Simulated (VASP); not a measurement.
# Pt (I4/mmm) in VASP: a series of runs, part 2 of 2

VASP 6.6.1. The steps go on from the part before.

### Step 3. Single point, PBE (strain -0.025 along x and y, +0.050 along z)

The input, INCAR:

```
PREC = Accurate
ENCUT = 520
EDIFF = 1E-6
ISMEAR = 0
SIGMA = 0.15
LREAL = False
LASPH = True
NELM = 100
ALGO = Fast
ISIF = 2
LWAVE = False
LCHARG = False
GGA = PE
NBANDS = 11
```

The input, KPOINTS:

```
regular mesh
0
Gamma
  20 20 20
```

The input, POSCAR:

```
Pt
1.0
    0.0000000000      1.9089525000      2.0557950000
    1.9089525000      0.0000000000      2.0557950000
    1.9089525000      1.9089525000      0.0000000000
Pt
1
Direct
    0.0000000000      0.0000000000      0.0000000000
```

Potentials or basis: VASP PAW PBE potentials, release 64 (Pt).

On the command line:

```console
$ cat potpaw_PBE.64/Pt/POTCAR > POTCAR
$ mpirun -np 1 vasp_std > vasp.out
```

OUTCAR:

```text
PREC = Accurate
   ENCUT = 520
   EDIFF = 1E-6
   ISMEAR = 0
   LREAL = False
   LASPH = True
   NELM = 100
   ISIF = 2
   GGA = PE

 ion  position               nearest neighbor table
   1  0.000  0.000  0.000-

  LATTYP: Found a body centered tetragonal cell.
 ALAT       =     2.6996665154
 C/A-ratio  =     1.5229992210

  Lattice vectors:

 A1 = (  -1.9089525000,   0.0000000000,   2.0557950000)
 A2 = (   1.9089525000,   0.0000000000,   2.0557950000)
 A3 = (   0.0000000000,   1.9089525000,  -2.0557950000)

Analysis of symmetry for initial positions (statically):
=====================================================================
 Subroutine PRICEL returns:
 Original cell was already a primitive cell.

 Routine SETGRP: Setting up the symmetry group for a
 body centered tetragonal supercell.

 Subroutine GETGRP returns: Found 16 space group operations
 (whereof 16 operations were pure point group operations)
 out of a pool of 16 trial point group operations.

The static configuration has the point symmetry D_4h.

Analysis of symmetry for dynamics (positions and initial velocities):
=====================================================================
 Subroutine PRICEL returns:
 Original cell was already a primitive cell.

 Routine SETGRP: Setting up the symmetry group for a
 body centered tetragonal supercell.

 Subroutine GETGRP returns: Found 16 space group operations
 (whereof 16 operations were pure point group operations)
 out of a pool of 16 trial point group operations.

The dynamic configuration has the point symmetry D_4h.

 Subroutine INISYM returns: Found 16 space group operations
 (whereof 16 operations are pure point group operations),
 and found     1 'primitive' translations

----------------------------------------------------------------------------------------

                                     Primitive cell

  volume of cell :      14.9830

  direct lattice vectors                    reciprocal lattice vectors
     0.000000000  1.908952500  2.055795000    -0.261923751  0.261923751  0.243214912
     1.908952500  0.000000000  2.055795000     0.261923751 -0.261923751  0.243214912
     1.908952500  1.908952500  0.000000000     0.261923751  0.261923751 -0.243214912

  length of vectors
     2.805422023  2.805422023  2.699666515     0.443127066  0.443127066  0.443127066

  position of ions in fractional coordinates (direct lattice)
     0.000000000  0.000000000  0.000000000

  ion indices of the primitive-cell ions
   primitive index   ion index
                 1           1

----------------------------------------------------------------------------------------

 KPOINTS: regular mesh

Automatic generation of k-mesh.
 Grid dimensions read from file:
 generate k-points for:   20   20   20

 Generating k-lattice:

  Cartesian coordinates                     Fractional coordinates (reciprocal lattice)
    -0.013096188  0.013096188  0.012160746     0.050000000 -0.000000000  0.000000000
     0.013096188 -0.013096188  0.012160746    -0.000000000  0.050000000  0.000000000
     0.013096188  0.013096188 -0.012160746     0.000000000  0.000000000  0.050000000

  Length of vectors
     0.022156353  0.022156353  0.022156353

  Shift w.r.t. Gamma in fractional coordinates (k-lattice)
     0.000000000  0.000000000  0.000000000

 Subroutine IBZKPT returns following result:
 ===========================================

 Found    641 irreducible k-points:

 Following reciprocal coordinates:
            Coordinates               Weight
  0.000000  0.000000  0.000000      1.000000
  0.050000 -0.000000  0.000000      8.000000
  0.100000 -0.000000  0.000000      8.000000
  0.150000 -0.000000  0.000000      8.000000
  0.200000 -0.000000  0.000000      8.000000
  0.250000 -0.000000  0.000000      8.000000
[... 16 lines left out ...]
 -0.400000  0.050000  0.000000      8.000000
 -0.350000  0.050000  0.000000      8.000000
 [... further k-points ...]
   k-points           NKPTS =    641   k-points in BZ     NKDIM =    641   number of bands    NBANDS=     11
   number of dos      NEDOS =    301   number of ions     NIONS =      1
   total plane-waves  NPLWV =  11520
   dimension x,y,z NGX =    24 NGY =   24 NGZ =   20
   dimension x,y,z NGXF=    48 NGYF=   48 NGZF=   40
   ions per type =               1
   NGX,Y,Z   is equivalent  to a cutoff of  14.22, 14.22, 12.32 a.u.
   NGXF,Y,Z  is equivalent  to a cutoff of  28.44, 28.44, 24.63 a.u.
 SYSTEM =  unknown system
   PREC   = accura    normal or accurate (medium, high low for compatibility)
   ISTART =      0    job   : 0-new  1-cont  2-samecut
   ICHARG =      2    charge: 1-file 2-atom 10-const
   ISPIN  =      1    spin polarized calculation?
   LNONCOLLINEAR =      F non collinear calculations
   LSORBIT =      F    spin-orbit coupling
   LASPH  =      T    aspherical Exc in radial PAW
   ENCUT  =  520.0 eV  38.22 Ry    6.18 a.u.   5.22  5.22  5.02*2*pi/ulx,y,z
   NELM   =    100;   NELMIN=  2; NELMDL= -5     # of ELM steps
   EDIFF  = 0.1E-05   stopping-criterion for ELM
   LREAL  =      F    real-space projection
   EDIFFG = 0.1E-04   stopping-criterion for IOM
   NSW    =      0    number of steps for IOM
   IBRION =     -1    ionic relax: 0-MD 1-quasi-New 2-CG
   NFREE  =      0    steps in history (QN), initial steepest desc. (CG)
   ISIF   =      2    stress and relaxation
   ISYM   =      2    0-nonsym 1-usesym 2-fastsym
   POTIM  = 0.5000    time-step for ionic-motion
   TEBEG  =    0.0;   TEEND  =   0.0 temperature during run
   PSTRESS=    0.0 pullay stress
   NELECT =      10.0000    total number of electrons
   NUPDOWN=      -1.0000    fix difference up-down
   EMIN   =  10.00;   EMAX   =-10.00  energy-range for DOS
   EFERMI =   0.00;   METHOD = LEGACY
   ISMEAR =     0;   SIGMA  =   0.15  broadening in eV -4-tet -1-fermi 0-gaus
   EFERMI_NEDOS =   21; number of points for ismear=-14 and -15
   IALGO  =     68    algorithm
   IMIX   =      4    mixing-type and parameters
     AMIX     =   0.40;   BMIX     =  1.00
     AMIX_MAG =   1.60;   BMIX_MAG =  1.00
  volume/ion in A,a.u.               =      14.98       101.11
  Fermi-wavevector in a.u.,A,eV,Ry     =   1.430677  2.703587 27.848889  2.046836
  Thomas-Fermi vector in A             =   2.550496
   LORBIT       =      0    0 simple, 1 ext, 2 COOP (PROOUT), +10 PAW based schemes
   GGA     = PE    functional components
   LHFCALC =     F    Hartree Fock is set to
   AEXX    =    0.0000 exact exchange contribution
   IVDW    =     0    specifies the selected vdW correction
   LEPSILON=     F    determine dielectric tensor
   LRPA    =     F    only Hartree local field effects (RPA)
 non-spin polarized calculation
 RMM-DIIS sequential band-by-band and
 Gauss-broadening in eV      SIGMA  =   0.15
  energy-cutoff  :      520.00
  volume of cell :       14.98
 maximum number of plane-waves:       415
 NGX is ok and might be reduce to    24
   NGX = 11   NGY = 11   NGZ =  9

 number of electron      10.0000001 magnetization

 Free energy of the ion-electron system (eV)
  ---------------------------------------------------
  ext. energy  EPLUGINS =         0.00000000
  ---------------------------------------------------
  free energy    TOTEN  =        -6.06600242 eV

  energy without entropy =       -6.04618273  energy(sigma->0) =       -6.05609258

 E-fermi :  11.3746     XC(G=0): -13.5273

 val. band max:       11.3737029373   @ k =  -0.1000   0.4500   0.3500
 cond. band min:      11.3747765296   @ k =  -0.4500  -0.0000   0.1000
 fundamental gap:      0.0010735923
 Fermi energy:        11.3746128392

 k-point     1 :       0.0000    0.0000    0.0000
  band No.  band energies     occupation
      1       1.1033      2.00000
      2       6.9829      2.00000
      3       7.9025      2.00000
      4       7.9025      2.00000
      5       9.1765      2.00000
      6      10.2517      2.00000
      7      26.1042      0.00000
      8      29.7948      0.00000
      9      31.6620      0.00000
     10      31.6620      0.00000
     11      36.5094      0.00000
[... 309 lines left out ...]
 k-point    24 :      -0.3500    0.0500    0.0000
  band No.  band energies     occupation
      1       4.0441      2.00000
      2       7.2312      2.00000
      3       8.1453      2.00000
      4       8.5340      2.00000
      5      10.5603      2.00000
      6      11.3948      0.84871
      7      20.4813      0.00000
      8      26.2904      0.00000
      9      30.7387      0.00000
     10      33.1850      0.00000
     11      36.0777      0.00000

 [... further k-points ...]

------------------------ aborting loop because EDIFF is reached ----------------------------------------

  FORCE on cell =-STRESS in cart. coord.  units (eV):
  Direction    XX          YY          ZZ          XY          YZ          ZX
  --------------------------------------------------------------------------------------
  -------------------------------------------------------------------------------------
  Total        1.4520499      1.4520499      0.5556101      0.0000000      0.0000000      0.0000000
  in kB      155.2716211    155.2716211     59.4128863      0.0000000      0.0000000      0.0000000
  external PRESSURE =     123.3187095 kB  Pullay stress =       0.0000000 kB

 VOLUME and BASIS-vectors are now :
 -----------------------------------------------------------------------------
  energy-cutoff  :      520.00
  volume of cell :       14.98
      direct lattice vectors                 reciprocal lattice vectors
     0.000000000  1.908952500  2.055795000    -0.261923751  0.261923751  0.243214912
     1.908952500  0.000000000  2.055795000     0.261923751 -0.261923751  0.243214912
     1.908952500  1.908952500  0.000000000     0.261923751  0.261923751 -0.243214912

 POSITION                                       TOTAL-FORCE (eV/Angst)
 -----------------------------------------------------------------------------------
      0.00000      0.00000      0.00000         0.000000      0.000000     -0.000000
 -----------------------------------------------------------------------------------
    total drift:                                0.000000      0.000000     -0.000000

  FREE ENERGIE OF THE ION-ELECTRON SYSTEM (eV)
  ---------------------------------------------------
  free  energy   TOTEN  =        -6.0660024242 eV

  energy  without entropy=       -6.0461827339  energy(sigma->0) =       -6.05609258
```

stdout:

```text
POSCAR found type information on POSCAR Pt
 POSCAR found :  1 types and       1 ions
 scaLAPACK will be used
 LDA part: xc-table for (Slater+PW92), standard interpolation
 POSCAR, INCAR and KPOINTS ok, starting setup
 FFT: planning ... GRIDC
 FFT: planning ... GRID_SOFT
 FFT: planning ... GRID
 WAVECAR not read
 entering main loop
```

Run time: 90 s. Hardware: 1 thread of Intel Xeon 8259CL, shared host; peak memory 0.23 GiB.

Results:

| Item | Value |
| --- | --- |
| Free energy | -6.0660 eV |
| Pressure | 12.3 GPa |
| Band gap on the k mesh | zero (bands 5 and 6 overlap by 2.62 eV) |

Stress tensor (GPa, compression positive):
```
15.53  0.00  0.00
 0.00 15.53  0.00
 0.00  0.00  5.94
```

Caveat: the cell differs from its parent crystal (strain -0.025 along x and y, +0.050 along z); the stress differs along the axes, from 6 to 16 GPa; spin-orbit coupling is left out, which moves the levels of the heavy elements.

### Step 4. Single point, PBE (strain +0.000 along x and y, +0.025 along z)

The input, INCAR:

```
PREC = Accurate
ENCUT = 520
EDIFF = 1E-7
ISMEAR = 0
SIGMA = 0.15
LREAL = False
LASPH = True
NELM = 80
ALGO = Normal
ISIF = 2
LWAVE = False
LCHARG = True
GGA = PE
LELF = True
LVHAR = True
NBANDS = 11
```

The input, KPOINTS:

```
Automatic mesh
0
Gamma
  20 20 20
```

The input, POSCAR:

```
Pt
1.0
    0.0000000000      1.9579000000      2.0068475000
    1.9579000000      0.0000000000      2.0068475000
    1.9579000000      1.9579000000      0.0000000000
Pt
1
Direct
    0.0000000000      0.0000000000      0.0000000000
```

Potentials or basis: VASP PAW PBE potentials, release 64 (Pt).

On the command line:

```console
$ cat potpaw_PBE.64/Pt/POTCAR > POTCAR
$ mpirun -np 1 vasp_std > vasp.out
```

OUTCAR:

```text
PREC = Accurate
   ENCUT = 520
   EDIFF = 1E-7
   ISMEAR = 0
   LREAL = False
   LASPH = True
   NELM = 80
   ISIF = 2
   GGA = PE

 ion  position               nearest neighbor table
   1  0.000  0.000  0.000-

  LATTYP: Found a body centered tetragonal cell.
 ALAT       =     2.7688887338
 C/A-ratio  =     1.4495689014

  Lattice vectors:

 A1 = (  -1.9579000000,   0.0000000000,   2.0068475000)
 A2 = (   1.9579000000,   0.0000000000,   2.0068475000)
[... 516 lines left out ...]
     11      35.8674      0.00000

 [... further k-points ...]

------------------------ aborting loop because EDIFF is reached ----------------------------------------

  FORCE on cell =-STRESS in cart. coord.  units (eV):
  Direction    XX          YY          ZZ          XY          YZ          ZX
  --------------------------------------------------------------------------------------
  -------------------------------------------------------------------------------------
  Total        0.4618181      0.4618181      0.2171138      0.0000000      0.0000000      0.0000000
  in kB       48.0901500     48.0901500     22.6085496      0.0000000      0.0000000      0.0000000
  external PRESSURE =      39.5962832 kB  Pullay stress =       0.0000000 kB

 VOLUME and BASIS-vectors are now :
 -----------------------------------------------------------------------------
  energy-cutoff  :      520.00
  volume of cell :       15.39
      direct lattice vectors                 reciprocal lattice vectors
     0.000000000  1.957900000  2.006847500    -0.255375658  0.255375658  0.249146983
     1.957900000  0.000000000  2.006847500     0.255375658 -0.255375658  0.249146983
     1.957900000  1.957900000  0.000000000     0.255375658  0.255375658 -0.249146983

 POSITION                                       TOTAL-FORCE (eV/Angst)
 -----------------------------------------------------------------------------------
      0.00000      0.00000      0.00000        -0.000000      0.000000     -0.000000
 -----------------------------------------------------------------------------------
    total drift:                               -0.000000      0.000000      0.000000

  FREE ENERGIE OF THE ION-ELECTRON SYSTEM (eV)
  ---------------------------------------------------
  free  energy   TOTEN  =        -6.1047052916 eV

  energy  without entropy=       -6.0843643828  energy(sigma->0) =       -6.09453484
```

Run time: 99 s. Hardware: 1 thread of Intel Xeon 8259CL, shared host; peak memory 0.23 GiB.

What came out:

| Quantity | Value |
| --- | --- |
| Free energy | -6.1047 eV |
| Pressure | 4.0 GPa |
| Band gap on the k mesh | zero (bands 5 and 6 overlap by 2.28 eV) |

Caveat: the cell differs from its parent crystal (strain +0.000 along x and y, +0.025 along z); the cell stands under pressure; spin-orbit coupling is left out, which moves the levels of the heavy elements.

### Step 5. Summary

```csv
cell,gap on the mesh (eV),pressure (GPa)
"a = 2.770, b = 2.770, c = 2.700 Å, angles 60.8, 60.8, 58.3°, 1 atom",none,19.9
"a = 2.805, b = 2.805, c = 2.700 Å, angles 61.2, 61.2, 57.5°, 1 atom",none,12.3
"a = 2.804, b = 2.804, c = 2.769 Å, angles 60.4, 60.4, 59.2°, 1 atom",none,4.0
```

Alike in all rows: task single point; level PBE; potentials or basis VASP PAW PBE potentials, release 64 (Pt); no spin polarisation; k mesh 20 × 20 × 20; cutoff (eV) 520; smearing gaussian 0.15 eV.

Caveats: spin-orbit coupling is left out, which moves the levels of the heavy elements; the stress differs along the axes, from 15 to 22 GPa (at least some runs); the stress differs along the axes, from 6 to 16 GPa (at least some runs); the cell stands under pressure (at least some runs).

Absolute energies hang on the potentials; compare differences alone.
